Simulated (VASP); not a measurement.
# Sr (Im-3m) in VASP: further runs

The runs below take Sr through single point, relaxation of cell and atoms, with PBEsol.

Everything below comes from runs of VASP 6.6.1. Logs are shortened: lines on timing, memory, paths and dates and some standing lists are left out, and cuts for length are marked.

### Step 1. The cell of the first run

The structure is cubic, space group Im-3m (No. 229). The conventional cell has a = 3.536 Å, b = 3.536 Å, c = 3.536 Å, α = 90.00°, β = 90.00°, γ = 90.00°. Within 4.0 Å of Sr (site symmetry m-3m) lie 14 Sr at 3.06 to 3.54 Å.

### Step 2. Single point, PBEsol

Input file INCAR:

```
SYSTEM = Sr
  PREC = Accurate
  ENCUT = 520
  EDIFF = 1E-6
  ISMEAR = -1
  SIGMA = 0.08
  LREAL = .False.
  LASPH = .True.
  NELM = 100
  ALGO = Normal
  ISIF = 2
  LWAVE = .False.
  LCHARG = .False.
  GGA = PS
  NBANDS = 11
```

Input file KPOINTS:

```
regular mesh
0
Gamma
  15 15 15
  0 0 0
```

Input file POSCAR:

```
Sr
1.0
   -1.7681338473      1.7681338473      1.7681338473
    1.7681338473     -1.7681338473      1.7681338473
    1.7681338473      1.7681338473     -1.7681338473
Sr
1
Direct
    0.0000000000      0.0000000000      0.0000000000
```

Potentials or basis: VASP PAW PBE potentials, release 64 (Sr_sv).

Run with:

```
> cat potpaw_PBE.64/Sr_sv/POTCAR > POTCAR
> mpirun -np 1 vasp_std > vasp.out
```

OUTCAR:

```text
SYSTEM = Sr
   PREC = Accurate
   ENCUT = 520
   EDIFF = 1E-6
   ISMEAR = -1
   LREAL = .False.
   LASPH = .True.
   NELM = 100
   ISIF = 2
   GGA = PS

 ion  position               nearest neighbor table
   1  0.000  0.000  0.000-

  LATTYP: Found a body centered cubic cell.
 ALAT       =     3.5362676946

  Lattice vectors:

 A1 = (  -1.7681338473,   1.7681338473,   1.7681338473)
 A2 = (   1.7681338473,  -1.7681338473,   1.7681338473)
 A3 = (   1.7681338473,   1.7681338473,  -1.7681338473)

Analysis of symmetry for initial positions (statically):
=====================================================================
 Subroutine PRICEL returns:
 Original cell was already a primitive cell.

 Routine SETGRP: Setting up the symmetry group for a
 body centered cubic supercell.

 Subroutine GETGRP returns: Found 48 space group operations
 (whereof 48 operations were pure point group operations)
 out of a pool of 48 trial point group operations.

The static configuration has the point symmetry O_h .

Analysis of symmetry for dynamics (positions and initial velocities):
=====================================================================
 Subroutine PRICEL returns:
 Original cell was already a primitive cell.

 Routine SETGRP: Setting up the symmetry group for a
 body centered cubic supercell.

 Subroutine GETGRP returns: Found 48 space group operations
 (whereof 48 operations were pure point group operations)
 out of a pool of 48 trial point group operations.

The dynamic configuration has the point symmetry O_h .

 Subroutine INISYM returns: Found 48 space group operations
 (whereof 48 operations are pure point group operations),
 and found     1 'primitive' translations

----------------------------------------------------------------------------------------

                                     Primitive cell

  volume of cell :      22.1108

  direct lattice vectors                    reciprocal lattice vectors
    -1.768133847  1.768133847  1.768133847     0.000000000  0.282784022  0.282784022
     1.768133847 -1.768133847  1.768133847     0.282784022  0.000000000  0.282784022
     1.768133847  1.768133847 -1.768133847     0.282784022  0.282784022  0.000000000

  length of vectors
     3.062497658  3.062497658  3.062497658     0.399916999  0.399916999  0.399916999

  position of ions in fractional coordinates (direct lattice)
[... 80 lines left out ...]
   NSW    =      0    number of steps for IOM
   IBRION =     -1    ionic relax: 0-MD 1-quasi-New 2-CG
   NFREE  =      0    steps in history (QN), initial steepest desc. (CG)
   ISIF   =      2    stress and relaxation
   ISYM   =      2    0-nonsym 1-usesym 2-fastsym
   POTIM  = 0.5000    time-step for ionic-motion
   TEBEG  =    0.0;   TEEND  =   0.0 temperature during run
   PSTRESS=    0.0 pullay stress
   NELECT =      10.0000    total number of electrons
   NUPDOWN=      -1.0000    fix difference up-down
   EMIN   =  10.00;   EMAX   =-10.00  energy-range for DOS
   EFERMI =   0.00;   METHOD = LEGACY
   ISMEAR =    -1;   SIGMA  =   0.08  broadening in eV -4-tet -1-fermi 0-gaus
   EFERMI_NEDOS =   21; number of points for ismear=-14 and -15
   IALGO  =     38    algorithm
   IMIX   =      4    mixing-type and parameters
     AMIX     =   0.40;   BMIX     =  1.00
     AMIX_MAG =   1.60;   BMIX_MAG =  1.00
  volume/ion in A,a.u.               =      22.11       149.21
  Fermi-wavevector in a.u.,A,eV,Ry     =   1.256627  2.374681 21.485113  1.579111
  Thomas-Fermi vector in A             =   2.390326
   LORBIT       =      0    0 simple, 1 ext, 2 COOP (PROOUT), +10 PAW based schemes
   GGA     = PS    functional components
   LHFCALC =     F    Hartree Fock is set to
   AEXX    =    0.0000 exact exchange contribution
   IVDW    =     0    specifies the selected vdW correction
   LEPSILON=     F    determine dielectric tensor
   LRPA    =     F    only Hartree local field effects (RPA)
 non-spin polarized calculation
  energy-cutoff  :      520.00
  volume of cell :       22.11
 maximum number of plane-waves:       607
   NGX = 11   NGY = 11   NGZ = 11

 number of electron      10.0000000 magnetization

 Free energy of the ion-electron system (eV)
  ---------------------------------------------------
  ext. energy  EPLUGINS =         0.00000000
  ---------------------------------------------------
  free energy    TOTEN  =         0.05160388 eV

  energy without entropy =        0.06848993  energy(sigma->0) =        0.06004690

 E-fermi :   5.7448     XC(G=0): -10.9344

 val. band max:        5.7171696740   @ k =   0.2667   0.1333   0.1333
 cond. band min:       5.7596103590   @ k =   0.2667   0.2667   0.0667
 fundamental gap:      0.0424406849
 Fermi energy:         5.7447639714

 k-point     1 :       0.0000    0.0000    0.0000
  band No.  band energies     occupation
      1     -30.0078      2.00000
      2     -10.5088      2.00000
      3     -10.5088      2.00000
      4     -10.5088      2.00000
      5       2.0241      2.00000
      6       9.1415      0.00000
      7       9.1415      0.00000
      8       9.1415      0.00000
      9      12.1104      0.00000
     10      12.1104      0.00000
     11      18.0512      0.00000
[... 309 lines left out ...]
 k-point    24 :       0.4000    0.2000    0.0000
  band No.  band energies     occupation
      1     -29.3518      2.00000
      2     -13.0889      2.00000
      3     -11.8745      2.00000
      4     -10.8372      2.00000
      5       5.0260      1.99975
      6       6.7207      0.00001
      7       8.6744      0.00000
      8      12.1183      0.00000
      9      13.9873      0.00000
     10      18.4038      0.00000
     11      18.5343      0.00000

 [... further k-points ...]

------------------------ aborting loop because EDIFF is reached ----------------------------------------

  FORCE on cell =-STRESS in cart. coord.  units (eV):
  Direction    XX          YY          ZZ          XY          YZ          ZX
  --------------------------------------------------------------------------------------
  -------------------------------------------------------------------------------------
  Total        5.0579041      5.0579041      5.0579041      0.0000000     -0.0000000      0.0000000
  in kB      366.5015117    366.5015117    366.5015117      0.0000000     -0.0000000      0.0000000
  external PRESSURE =     366.5015117 kB  Pullay stress =       0.0000000 kB

 VOLUME and BASIS-vectors are now :
 -----------------------------------------------------------------------------
  energy-cutoff  :      520.00
  volume of cell :       22.11
      direct lattice vectors                 reciprocal lattice vectors
    -1.768133847  1.768133847  1.768133847     0.000000000  0.282784022  0.282784022
     1.768133847 -1.768133847  1.768133847     0.282784022  0.000000000  0.282784022
     1.768133847  1.768133847 -1.768133847     0.282784022  0.282784022  0.000000000

 POSITION                                       TOTAL-FORCE (eV/Angst)
 -----------------------------------------------------------------------------------
      0.00000      0.00000      0.00000        -0.000000     -0.000000      0.000000
 -----------------------------------------------------------------------------------
    total drift:                                0.000000      0.000000      0.000000

  FREE ENERGIE OF THE ION-ELECTRON SYSTEM (eV)
  ---------------------------------------------------
  free  energy   TOTEN  =         0.0516038757 eV

  energy  without entropy=        0.0684899294  energy(sigma->0) =        0.06004690
```

stdout:

```text
POSCAR found type information on POSCAR Sr
 POSCAR found :  1 types and       1 ions
 scaLAPACK will be used
 -----------------------------------------------------------------------------
|                                                                             |
|                                                                             |
|     You enforced a specific xc type in the INCAR file but a different       |
|     I HOPE YOU KNOW WHAT YOU ARE DOING!                                     |
|                                                                             |
 -----------------------------------------------------------------------------

 LDA part: xc-table for (Slater+PW92), standard interpolation
 POSCAR, INCAR and KPOINTS ok, starting setup
 FFT: planning ... GRIDC
 FFT: planning ... GRID_SOFT
 FFT: planning ... GRID
 WAVECAR not read
 entering main loop
```

It took 14 s on 1 thread of Intel Xeon Platinum 8488C (Sapphire Rapids), shared host; peak memory 0.16 GiB.

Results:

```
Free energy            : 0.0516 eV
Pressure               : 36.7 GPa
Band gap on the k mesh : zero (band 5 reaches 6.94 eV, above the bottom of band 6 at 3.54 eV)
```

Caveat: the PAW data sets were made with another functional, which shifts forces and pressure a little.

### Step 3. Single point, PBEsol

Input file INCAR:

```
ALGO     = Normal         # electronic algorithm
EDIFF    = 1E-6           # SCF threshold, eV
ENCUT    = 520            # plane-wave cutoff, eV
GGA      = PS             # functional
ISIF     = 2              # what is computed and relaxed
ISMEAR   = -1             # smearing method
LASPH    = T              # aspherical terms in the spheres
LCHARG   = F              # write CHGCAR
LREAL    = F              # projectors in reciprocal space
LWAVE    = F              # write WAVECAR
NBANDS   = 11             # bands
NELM     = 100            # most SCF steps
PREC     = Accurate       # precision mode
SIGMA    = 0.08           # smearing width, eV
```

Input file KPOINTS:

```
k-points
0
Gamma
  15 15 15
```

POSCAR is that of step 2.

Potentials or basis: VASP PAW PBE potentials, release 64 (Sr_sv).

Run with:

```
> cat potpaw_PBE.64/Sr_sv/POTCAR > POTCAR
> mpirun -np 1 vasp_std > vasp.out
```

It took 13 s on 1 thread of Intel Xeon Platinum 8488C (Sapphire Rapids), shared host; peak memory 0.16 GiB.

The run converged. Its results:

- Free energy: 0.0516 eV
- Pressure: 36.7 GPa
- Band gap on the k mesh: zero (band 5 reaches 6.94 eV, above the bottom of band 6 at 3.54 eV)

Levels at points of the mesh, in eV from the Fermi level:
```tsv
k point	band 3	band 4	band 5	band 6	band 7	band 8
(0.00, 0.00, 0.00)	-16.25	-16.25	-3.72	3.40	3.40	3.40
```

Caveat: the PAW data sets were made with another functional, which shifts forces and pressure a little.

### Step 4. Relaxation of cell and atoms, PBEsol, target pressure 36 GPa, at which the enthalpy is minimised

This run uses another cell than the first one, of 21.57 Å³/atom, 0.976 times its volume.

Input file INCAR:

```
SYSTEM = Sr
ALGO = Normal ; EDIFF = 1E-6
EDIFFG = -0.005 ; ENCUT = 600
GGA = PS ; IBRION = 2
ISIF = 3 ; ISMEAR = -1
LASPH = .TRUE. ; LCHARG = .FALSE.
LREAL = .FALSE. ; LWAVE = .FALSE.
NELM = 80 ; NSW = 60
PREC = Accurate ; PSTRESS = 360.0
SIGMA = 0.08
```

Input file KPOINTS:

```
k-points
0
G
  15 15 15
  0 0 0
```

Input file POSCAR:

```
Sr
1.0
   -1.7536248674      1.7536248674      1.7536248674
    1.7536248674     -1.7536248674      1.7536248674
    1.7536248674      1.7536248674     -1.7536248674
Sr
1
Direct
    0.0000000000      0.0000000000      0.0000000000
```

Potentials or basis: VASP PAW PBE potentials, release 64 (Sr_sv).

Run with:

```
> cat potpaw_PBE.64/Sr_sv/POTCAR > POTCAR
> mpirun -np 1 vasp_std > vasp.out
```

OUTCAR:

```text
SYSTEM = Sr
   EDIFF = 1E-6
   EDIFFG = -0.005
   ENCUT = 600
   GGA = PS
   IBRION = 2
   ISIF = 3
   ISMEAR = -1
   LASPH = .TRUE.
   LREAL = .FALSE.
   NELM = 80
   NSW = 60
   PREC = Accurate
   PSTRESS = 360.0

 ion  position               nearest neighbor table
   1  0.000  0.000  0.000-

  LATTYP: Found a body centered cubic cell.
 ALAT       =     3.5072497348

  Lattice vectors:

 A1 = (  -1.7536248674,   1.7536248674,   1.7536248674)
 A2 = (   1.7536248674,  -1.7536248674,   1.7536248674)
 A3 = (   1.7536248674,   1.7536248674,  -1.7536248674)

Analysis of symmetry for initial positions (statically):
=====================================================================
 Subroutine PRICEL returns:
 Original cell was already a primitive cell.

 Routine SETGRP: Setting up the symmetry group for a
 body centered cubic supercell.

 Subroutine GETGRP returns: Found 48 space group operations
 (whereof 48 operations were pure point group operations)
 out of a pool of 48 trial point group operations.

The static configuration has the point symmetry O_h .

Analysis of symmetry for dynamics (positions and initial velocities):
=====================================================================
 Subroutine PRICEL returns:
 Original cell was already a primitive cell.

 Routine SETGRP: Setting up the symmetry group for a
 body centered cubic supercell.

 Subroutine GETGRP returns: Found 48 space group operations
 (whereof 48 operations were pure point group operations)
 out of a pool of 48 trial point group operations.

The dynamic configuration has the point symmetry O_h .

 Subroutine INISYM returns: Found 48 space group operations
 (whereof 48 operations are pure point group operations),
 and found     1 'primitive' translations

----------------------------------------------------------------------------------------

                                     Primitive cell
[... 121 lines left out ...]
 non-spin polarized calculation
  energy-cutoff  :      600.00
  volume of cell :       21.57
 maximum number of plane-waves:       730
   NGX = 13   NGY = 13   NGZ = 13

--------------------------------------- Ionic step        1  -------------------------------------------

 number of electron      10.0000000 magnetization

 Free energy of the ion-electron system (eV)
  ---------------------------------------------------
  ext. energy  EPLUGINS =         0.00000000
  ---------------------------------------------------
  free energy    TOTEN  =         0.17905673 eV

  energy without entropy =        0.19582555  energy(sigma->0) =        0.18744114

------------------------ aborting loop because EDIFF is reached ----------------------------------------

  FORCE on cell =-STRESS in cart. coord.  units (eV):
  Direction    XX          YY          ZZ          XY          YZ          ZX
  --------------------------------------------------------------------------------------
  -------------------------------------------------------------------------------------
  Total        5.2536726      5.2536726      5.2536726     -0.0000000      0.0000000      0.0000000
  in kB      390.2145947    390.2145947    390.2145947     -0.0000000      0.0000000      0.0000000
  external PRESSURE =      30.2145947 kB  Pullay stress =     360.0000000 kB
[... 61 lines left out ...]
--------------------------------------- Ionic step        3  -------------------------------------------

 number of electron      10.0000000 magnetization

 Free energy of the ion-electron system (eV)
  ---------------------------------------------------
  ext. energy  EPLUGINS =         0.00000000
  ---------------------------------------------------
  free energy    TOTEN  =         0.01574442 eV

  energy without entropy =        0.03268968  energy(sigma->0) =        0.02421705

 E-fermi :   5.6932     XC(G=0): -10.9012

 val. band max:        5.6613344769   @ k =   0.2667   0.1333   0.1333
 cond. band min:       5.7136338323   @ k =   0.2667   0.2667   0.0667
 fundamental gap:      0.0522993555
 Fermi energy:         5.6932053149

 k-point     1 :       0.0000    0.0000    0.0000
  band No.  band energies     occupation
      1     -30.0426      2.00000
      2     -10.5746      2.00000
      3     -10.5746      2.00000
      4     -10.5746      2.00000
      5       1.9572      2.00000
      6       9.0893      0.00000
      7       9.0893      0.00000
      8       9.0893      0.00000
      9      12.0402      0.00000
[... 265 lines left out ...]
 k-point    24 :       0.4000    0.2000    0.0000
  band No.  band energies     occupation
      1     -29.4018      2.00000
      2     -13.1117      2.00000
      3     -11.9166      2.00000
      4     -10.8970      2.00000
      5       4.9825      1.99972
      6       6.6734      0.00001
      7       8.5883      0.00000
      8      12.0437      0.00000
      9      13.8944      0.00000

 [... further k-points ...]

------------------------ aborting loop because EDIFF is reached ----------------------------------------

  FORCE on cell =-STRESS in cart. coord.  units (eV):
  Direction    XX          YY          ZZ          XY          YZ          ZX
  --------------------------------------------------------------------------------------
  -------------------------------------------------------------------------------------
  Total        5.0024677      5.0024677      5.0024677     -0.0000000      0.0000000      0.0000000
  in kB      359.9086465    359.9086465    359.9086465     -0.0000000      0.0000000      0.0000000
  external PRESSURE =      -0.0913535 kB  Pullay stress =     360.0000000 kB
[... 20 lines left out ...]
  energy  without entropy=        0.0326896848  energy(sigma->0) =        0.02421705

  enthalpy is  TOTEN    =         5.0194818834 eV   P V=        5.0037374657

 reached required accuracy - stopping structural energy minimisation
```

CONTCAR:

```text
Sr
   1.00000000000000
    -1.7723420240452081    1.7723420240452081    1.7723420240452081
     1.7723420240452081   -1.7723420240452081    1.7723420240452081
     1.7723420240452081    1.7723420240452081   -1.7723420240452081
  Sr
     1
Direct
     0.0000000000000000    0.0000000000000000    0.0000000000000000

  0.00000000E+00  0.00000000E+00  0.00000000E+00
```

Wall time 41 s (1 thread of Intel Xeon Platinum 8488C (Sapphire Rapids), shared host); peak memory 0.17 GiB.

What came out:

```yaml
Free_energy: 0.0157 eV
Relaxed_volume: 22.27 Å³/atom
Relaxed_cell: a = 3.070 Å, b = 3.070 Å, c = 3.070 Å, α = 109.47°, β = 109.47°, γ = 109.47°
Space_group_after_relaxing_to_0.05_Å: Im-3m (No. 229)
Energy_change_on_relaxing_the_enthalpy_is_what_falls: -163.3 meV/atom
Ionic_steps: 3
Pressure_after_relaxing: 36.0 GPa
Band_gap_on_the_k_mesh: zero (band 5 reaches 6.88 eV, above the bottom of band 6 at 3.52 eV)
```

The path:
| step | energy change (eV) | largest force (eV/Å) | pressure (GPa) | volume (Å³) |
| --- | --- | --- | --- | --- |
| 1 | 0.0000 | 0.0000 | 39.02 | 21.57 |
| 2 | -0.2930 | 0.0000 | 33.64 | 22.87 |
| 3 | -0.1633 | 0.0000 | 35.99 | 22.27 |

Final structure:
```
Sr
1.0
    -1.77234    1.77234    1.77234
     1.77234   -1.77234    1.77234
     1.77234    1.77234   -1.77234
Sr
1
Direct
  0.00000 0.00000 0.00000
```

Caveat: the cell is relaxed towards a set pressure, so the enthalpy falls and the energy may rise; the PAW data sets were made with another functional, which shifts forces and pressure a little.
